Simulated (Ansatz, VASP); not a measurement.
# CdTe in VASP and in Ansatz

```
Cd Te
1.0
     0.00000    3.24514    3.24514
     3.24514    0.00000    3.24514
     3.24514    3.24514    0.00000
Cd Te
1 1
Direct
  0.00000 0.00000 0.00000
  0.75000 0.75000 0.75000
```

Alike in both runs: functional PBEsol; k mesh 6 × 6 × 6; no spin polarisation.

Ansatz relaxed the structure, and its values are those at the end. VASP's run is a single point on that final structure, the one shown.

```csv
,VASP,Ansatz
version,VASP 6.6.1,Ansatz 0.2.0
potentials or method,"VASP PAW PBE potentials, release 64 (Cd, Te)","PAW with Ansatz's default frozen-core files, scalar-relativistic"
plane-wave cutoff (eV),520,420
occupations,"gaussian, width 0.01 eV",fixed
valence electrons in the cell,18,36
```

```csv
,VASP,Ansatz,Ansatz less VASP
pressure (GPa),0.2,0.0,-0.16
```

VASP's potentials were made for PBE, not for PBEsol. VASP's potentials hold 18 valence electrons a cell and Ansatz's 36, so a difference there can come from the potentials and not from the codes.

Neither program's run includes spin-orbit coupling.
